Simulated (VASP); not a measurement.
# MgCuGe (P4/nmm) in VASP: settings compared

The runs below take MgCuGe through single point, with PBEsol, r2SCAN.

Program: VASP 6.6.1. These are calculated values, not measurements. Logs are shortened: lines on timing, memory, paths and dates and some standing lists are left out, and cuts for length are marked.

**1. The cell of the first run**

It takes space group P4/nmm (No. 129, tetragonal). The conventional cell has a = 4.005 Å, b = 4.005 Å, c = 6.395 Å, α = 90.00°, β = 90.00°, γ = 90.00°. Mg (site symmetry -4m2) has 4 Cu at 2.76 Å and 4 Mg at 2.83 Å and 4 Ge at 2.87 Å within 3.6 Å. Cu (site symmetry 4mm) has 5 Ge at 2.43 to 2.84 Å and 4 Mg at 2.76 Å within 3.2 Å. Within 3.2 Å of Ge (site symmetry 4mm) lie 5 Cu at 2.43 to 2.84 Å and 4 Mg at 2.87 Å.

**2. Single point, PBEsol**

INCAR

```
SYSTEM = MgCuGe
PREC = Accurate ; ENCUT = 520
EDIFF = 1E-6 ; ISMEAR = -1
SIGMA = 0.15 ; LREAL = .FALSE.
LASPH = .TRUE. ; NELM = 100
ALGO = Normal ; ISIF = 2
LWAVE = .FALSE. ; LCHARG = .FALSE.
GGA = PS ; NBANDS = 36
```

KPOINTS

```
regular mesh
0
G
  6 6 4
  0 0 0
```

POSCAR

```
MgCuGe
1.0
    4.0053020000      0.0000000000      0.0000000000
    0.0000000000      4.0053020000      0.0000000000
    0.0000000000      0.0000000000      6.3947530000
Mg Cu Ge
2 2 2
Direct
    0.0000000000      0.0000000000      0.0000000000
    0.5000000000      0.5000000000      0.0000000000
    0.0000000000      0.5000000000      0.2980420000
    0.5000000000      0.0000000000      0.7019580000
    0.0000000000      0.5000000000      0.6779820000
    0.5000000000      0.0000000000      0.3220180000
```

Potentials or basis: VASP PAW PBE potentials, release 64 (Mg, Cu, Ge_d).

Run with:

```console
> cat potpaw_PBE.64/Mg/POTCAR potpaw_PBE.64/Cu/POTCAR potpaw_PBE.64/Ge_d/POTCAR > POTCAR
> mpirun -np 1 vasp_std > vasp.out
```

OUTCAR:

```text
SYSTEM = MgCuGe
   PREC = Accurate
   ENCUT = 520
   EDIFF = 1E-6
   ISMEAR = -1
   LREAL = .FALSE.
   LASPH = .TRUE.
   NELM = 100
   ISIF = 2
   GGA = PS

 ion  position               nearest neighbor table
   1  0.000  0.000  0.000-   3 2.76   4 2.76   3 2.76   4 2.76   2 2.83   2 2.83   2 2.83   2 2.83
                             5 2.87   6 2.87   6 2.87   5 2.87
   2  0.500  0.500  0.000-   3 2.76   4 2.76   4 2.76   3 2.76   1 2.83   1 2.83   1 2.83   1 2.83
                             5 2.87   6 2.87   5 2.87   6 2.87
   3  0.000  0.500  0.298-   5 2.43   2 2.76   1 2.76   1 2.76   2 2.76   6 2.84   6 2.84   6 2.84
                             6 2.84
   4  0.500  0.000  0.702-   6 2.43   2 2.76   1 2.76   2 2.76   1 2.76   5 2.84   5 2.84   5 2.84
                             5 2.84
   5  0.000  0.500  0.678-   3 2.43   4 2.84   4 2.84   4 2.84   4 2.84   1 2.87   2 2.87   2 2.87
                             1 2.87
   6  0.500  0.000  0.322-   4 2.43   3 2.84   3 2.84   3 2.84   3 2.84   1 2.87   1 2.87   2 2.87
                             2 2.87

  LATTYP: Found a simple tetragonal cell.
 ALAT       =     4.0053020000
 C/A-ratio  =     1.5965719938

  Lattice vectors:

 A1 = (   4.0053020000,   0.0000000000,   0.0000000000)
 A2 = (   0.0000000000,   4.0053020000,   0.0000000000)
 A3 = (   0.0000000000,   0.0000000000,   6.3947530000)

Analysis of symmetry for initial positions (statically):
=====================================================================
 Subroutine PRICEL returns:
 Original cell was already a primitive cell.

 Routine SETGRP: Setting up the symmetry group for a
 simple tetragonal supercell.

 Subroutine GETGRP returns: Found 16 space group operations
 (whereof  8 operations were pure point group operations)
 out of a pool of 16 trial point group operations.

The static configuration has the point symmetry D_2d.
 The point group associated with its full space group is D_4h.

Analysis of symmetry for dynamics (positions and initial velocities):
=====================================================================
 Subroutine PRICEL returns:
 Original cell was already a primitive cell.

 Routine SETGRP: Setting up the symmetry group for a
 simple tetragonal supercell.

 Subroutine GETGRP returns: Found 16 space group operations
 (whereof  8 operations were pure point group operations)
 out of a pool of 16 trial point group operations.

[... 104 lines left out ...]
   LNONCOLLINEAR =      F non collinear calculations
   LSORBIT =      F    spin-orbit coupling
   LASPH  =      T    aspherical Exc in radial PAW
   ENCUT  =  520.0 eV  38.22 Ry    6.18 a.u.   7.45  7.45 11.89*2*pi/ulx,y,z
   NELM   =    100;   NELMIN=  2; NELMDL= -5     # of ELM steps
   EDIFF  = 0.1E-05   stopping-criterion for ELM
   LREAL  =      F    real-space projection
   EDIFFG = 0.1E-04   stopping-criterion for IOM
   NSW    =      0    number of steps for IOM
   IBRION =     -1    ionic relax: 0-MD 1-quasi-New 2-CG
   NFREE  =      0    steps in history (QN), initial steepest desc. (CG)
   ISIF   =      2    stress and relaxation
   ISYM   =      2    0-nonsym 1-usesym 2-fastsym
   POTIM  = 0.5000    time-step for ionic-motion
   TEBEG  =    0.0;   TEEND  =   0.0 temperature during run
   PSTRESS=    0.0 pullay stress
   NELECT =      54.0000    total number of electrons
   NUPDOWN=      -1.0000    fix difference up-down
   EMIN   =  10.00;   EMAX   =-10.00  energy-range for DOS
   EFERMI =   0.00;   METHOD = LEGACY
   ISMEAR =    -1;   SIGMA  =   0.15  broadening in eV -4-tet -1-fermi 0-gaus
   EFERMI_NEDOS =   21; number of points for ismear=-14 and -15
   IALGO  =     38    algorithm
   IMIX   =      4    mixing-type and parameters
     AMIX     =   0.40;   BMIX     =  1.00
     AMIX_MAG =   1.60;   BMIX_MAG =  1.00
  volume/ion in A,a.u.               =      17.10       115.38
  Fermi-wavevector in a.u.,A,eV,Ry     =   1.321827  2.497891 23.772465  1.747227
  Thomas-Fermi vector in A             =   2.451553
   LORBIT       =      0    0 simple, 1 ext, 2 COOP (PROOUT), +10 PAW based schemes
   GGA     = PS    functional components
   LHFCALC =     F    Hartree Fock is set to
   AEXX    =    0.0000 exact exchange contribution
   IVDW    =     0    specifies the selected vdW correction
   LEPSILON=     F    determine dielectric tensor
   LRPA    =     F    only Hartree local field effects (RPA)
 non-spin polarized calculation
  energy-cutoff  :      520.00
  volume of cell :      102.59
 maximum number of plane-waves:      2800
 NGX is ok and might be reduce to    30
   NGX = 15   NGY = 15   NGZ = 23

 number of electron      53.9999978 magnetization

 Free energy of the ion-electron system (eV)
  ---------------------------------------------------
  ext. energy  EPLUGINS =         0.00000000
  ---------------------------------------------------
  free energy    TOTEN  =       -21.47068590 eV

  energy without entropy =      -21.25439219  energy(sigma->0) =      -21.36253904

 E-fermi :   5.1280     XC(G=0): -10.7466

 val. band max:        5.0141587891   @ k =   0.5000   0.1667   0.5000
 cond. band min:       5.1381032760   @ k =   0.0000   0.0000   0.2500
 fundamental gap:      0.1239444869
 Fermi energy:         5.1280207230

 k-point     1 :       0.0000    0.0000    0.0000
  band No.  band energies     occupation
      1     -19.1823      2.00000
      2     -19.1811      2.00000
      3     -19.1774      2.00000
      4     -19.1745      2.00000
      5     -19.1579      2.00000
      6     -19.1556      2.00000
[... 925 lines left out ...]
     35      10.4931      0.00000
     36      10.4931      0.00000

 [... further k-points ...]
[... 5 lines left out ...]
  --------------------------------------------------------------------------------------
  -------------------------------------------------------------------------------------
  Total       -1.3623680     -1.3623680     -1.9874058      0.0000000      0.0000000      0.0000000
  in kB      -21.2770159    -21.2770159    -31.0386507      0.0000000      0.0000000      0.0000000
  external PRESSURE =     -24.5308941 kB  Pullay stress =       0.0000000 kB

 VOLUME and BASIS-vectors are now :
 -----------------------------------------------------------------------------
  energy-cutoff  :      520.00
  volume of cell :      102.59
      direct lattice vectors                 reciprocal lattice vectors
     4.005302000  0.000000000  0.000000000     0.249669064  0.000000000  0.000000000
     0.000000000  4.005302000  0.000000000     0.000000000  0.249669064  0.000000000
     0.000000000  0.000000000  6.394753000     0.000000000  0.000000000  0.156378206

 POSITION                                       TOTAL-FORCE (eV/Angst)
 -----------------------------------------------------------------------------------
      0.00000      0.00000      0.00000         0.000000     -0.000000     -0.000000
      2.00265      2.00265      0.00000         0.000000      0.000000     -0.000000
      0.00000      2.00265      1.90590         0.000000      0.000000      0.104736
      2.00265      0.00000      4.48885         0.000000      0.000000     -0.104736
      0.00000      2.00265      4.33553         0.000000      0.000000     -0.213536
      2.00265      0.00000      2.05923        -0.000000      0.000000      0.213536
 -----------------------------------------------------------------------------------
    total drift:                                0.000000      0.000000      0.000000

  FREE ENERGIE OF THE ION-ELECTRON SYSTEM (eV)
  ---------------------------------------------------
  free  energy   TOTEN  =       -21.4706858976 eV

  energy  without entropy=      -21.2543921854  energy(sigma->0) =      -21.36253904
```

OSZICAR:

```text
N       E                     dE             d eps       ncg     rms          rms(c)
DAV:   1     0.481211215510E+03    0.48121E+03   -0.24419E+04  2464   0.323E+03
DAV:   2     0.609889505792E+02   -0.42022E+03   -0.40490E+03  2160   0.731E+02
DAV:   3    -0.207117005427E+02   -0.81701E+02   -0.79324E+02  2360   0.208E+02
DAV:   4    -0.248865194496E+02   -0.41748E+01   -0.41229E+01  2680   0.555E+01
DAV:   5    -0.250141820152E+02   -0.12766E+00   -0.12753E+00  2804   0.101E+01    0.186E+01
DAV:   6    -0.298832963442E+02   -0.48691E+01   -0.85765E+01  2696   0.166E+02    0.165E+01
DAV:   7    -0.219985671250E+02    0.78847E+01   -0.22298E+01  2684   0.774E+01    0.499E+00
DAV:   8    -0.214716649850E+02    0.52690E+00   -0.27087E+00  3044   0.255E+01    0.936E-01
DAV:   9    -0.214774521111E+02   -0.57871E-02   -0.35803E-01  3132   0.460E+00    0.631E-01
DAV:  10    -0.214721305514E+02    0.53216E-02   -0.14225E-02  3048   0.180E+00    0.309E-01
DAV:  11    -0.214707474819E+02    0.13831E-02   -0.88961E-03  3024   0.171E+00    0.922E-02
DAV:  12    -0.214706991652E+02    0.48317E-04   -0.13741E-03  3080   0.451E-01    0.285E-02
DAV:  13    -0.214706872578E+02    0.11907E-04   -0.52700E-05  3172   0.951E-02    0.101E-02
DAV:  14    -0.214706862776E+02    0.98018E-06   -0.13218E-05  2804   0.451E-02    0.612E-03
DAV:  15    -0.214706858976E+02    0.38008E-06   -0.25559E-06  1788   0.284E-02
   1 F= -.21470686E+02 E0= -.21362539E+02  d E =-.216294E+00
```

stdout:

```text
POSCAR found type information on POSCAR MgCuGe
 POSCAR found :  3 types and       6 ions
 scaLAPACK will be used
 -----------------------------------------------------------------------------
|                                                                             |
|                                                                             |
|     You enforced a specific xc type in the INCAR file but a different       |
|     I HOPE YOU KNOW WHAT YOU ARE DOING!                                     |
|                                                                             |
 -----------------------------------------------------------------------------

 LDA part: xc-table for (Slater+PW92), standard interpolation
 POSCAR, INCAR and KPOINTS ok, starting setup
 FFT: planning ... GRIDC
 FFT: planning ... GRID_SOFT
 FFT: planning ... GRID
 WAVECAR not read
 entering main loop
```

It took 2.7 min on 1 thread of Oxide Virtual Turin-like, shared host; peak memory 0.23 GiB.

Results:

```
Free energy            : -21.4707 eV
Pressure               : -2.5 GPa
Largest force          : 0.214 eV/Å
Band gap on the k mesh : zero (bands 27 and 28 overlap by 3.72 eV)
```

Forces in eV/Å, atoms in the order of the input:
```
Mg   0.000  0.000  0.000
Mg   0.000  0.000  0.000
Cu   0.000  0.000  0.105
Cu   0.000  0.000 -0.105
Ge   0.000  0.000 -0.214
Ge   0.000  0.000  0.214
```

Stress tensor (GPa, compression positive):
```
-2.13  0.00  0.00
 0.00 -2.13  0.00
 0.00  0.00 -3.10
```

Caveat: the PAW data sets were made with another functional, which shifts forces and pressure a little.

**3. Single point, r2SCAN**

POSCAR is that of step 2.

INCAR.step1

```
PREC = Accurate ; ENCUT = 520
ISMEAR = -1 ; SIGMA = 0.15
LREAL = F ; LASPH = T
NELM = 60 ; NBANDS = 36
GGA = PE ; ALGO = Normal
EDIFF = 1E-4 ; LWAVE = T
LCHARG = F
```

INCAR.step2

```
PREC = Accurate ; ENCUT = 520
EDIFF = 1E-6 ; ISMEAR = -1
SIGMA = 0.15 ; LREAL = F
LASPH = T ; NELM = 60
ALGO = Normal ; ISIF = 2
LWAVE = F ; LCHARG = F
METAGGA = R2SCAN ; LMIXTAU = T
NBANDS = 36 ; ISTART = 1
```

KPOINTS

```
regular mesh
0
Gamma
  6 6 4
```

Potentials or basis: VASP PAW PBE potentials, release 64 (Mg, Cu, Ge_d).

Run with:

```console
> cat potpaw_PBE.64/Mg/POTCAR potpaw_PBE.64/Cu/POTCAR potpaw_PBE.64/Ge_d/POTCAR > POTCAR
> cp INCAR.step1 INCAR
> mpirun -np 1 vasp_std > vasp.out
> cp INCAR.step2 INCAR
> mpirun -np 1 vasp_std > vasp.out
```

Wall time 8.8 min (1 thread of Oxide Virtual Turin-like, shared host); peak memory 0.24 GiB.

Results (log left out):

```yaml
Free_energy: -57.0107 eV
Pressure: -1.8 GPa
Largest_force: 0.152 eV/Å
Band_gap_on_the_k_mesh: zero (bands 27 and 28 overlap by 3.83 eV)
```

Forces in eV/Å, atoms in the order of the input:
```
Mg   0.000  0.000  0.000
Mg   0.000  0.000  0.000
Cu   0.000  0.000  0.152
Cu   0.000  0.000 -0.152
Ge   0.000  0.000 -0.013
Ge   0.000  0.000  0.013
```

Stress tensor (GPa, compression positive):
```
-1.39  0.00  0.00
 0.00 -1.39  0.00
 0.00  0.00 -2.75
```

Levels at points of the mesh, in eV from the Fermi level:
| k point | band 24 | band 25 | band 26 | band 27 | band 28 | band 29 | band 30 | band 31 |
| --- | --- | --- | --- | --- | --- | --- | --- | --- |
| (0.00, 0.00, 0.00) | -1.35 | -1.35 | -0.80 | 1.04 | 1.15 | 1.15 | 1.65 | 4.26 |
| (0.50, 0.00, 0.00) | -2.86 | -2.17 | -2.17 | 1.48 | 1.48 | 3.23 | 3.23 | 4.95 |
| (0.50, 0.50, 0.00) | -2.60 | -2.19 | -2.19 | -1.61 | -1.61 | -1.57 | -1.57 | 2.44 |
| (0.00, 0.00, 0.50) | -1.28 | -0.67 | -0.67 | 0.09 | 0.09 | 0.11 | 1.33 | 4.70 |
| (0.50, 0.00, 0.50) | -2.85 | 0.34 | 0.34 | 1.45 | 1.45 | 1.85 | 1.85 | 3.61 |
| (0.50, 0.50, 0.50) | -2.65 | -2.46 | -2.46 | -2.19 | -2.19 | 1.29 | 1.29 | 4.21 |

Caveat: the PAW data sets were made with another functional, which shifts forces and pressure a little.

The gap in the log of VASP goes by the Fermi energy; the results here count the filled bands.